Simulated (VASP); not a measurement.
Runs of VASP 6.6.1 on BeS (zincblende type). The structure is that of space group F-43m (No. 216), or close to it. The cells are those of the table. 

```tsv
task	cell	cutoff (eV)	gap on the mesh (eV)	pressure (GPa)
relaxation of cell and atoms	relaxed from a = 3.339 Å, angles 60.0°, 2 atoms	600	3.15	0.0
electric field gradients	a = 3.493 Å, angles 60.0°, 2 atoms	520	3.23	(a)
electric field gradients	a = 3.447 Å, angles 60.0°, 2 atoms	520	3.15	0.1
single point	a = 3.447 Å, angles 60.0°, 2 atoms	520	3.15	0.1
```

Alike in all rows: level PBE; potentials or basis VASP PAW PBE potentials, release 64 (Be, S); no spin polarisation; k mesh 12 × 12 × 12; smearing fermi-dirac 0.05 eV.

Estimate the missing entries.

(a) -3.3.

A k mesh can miss the band edges.
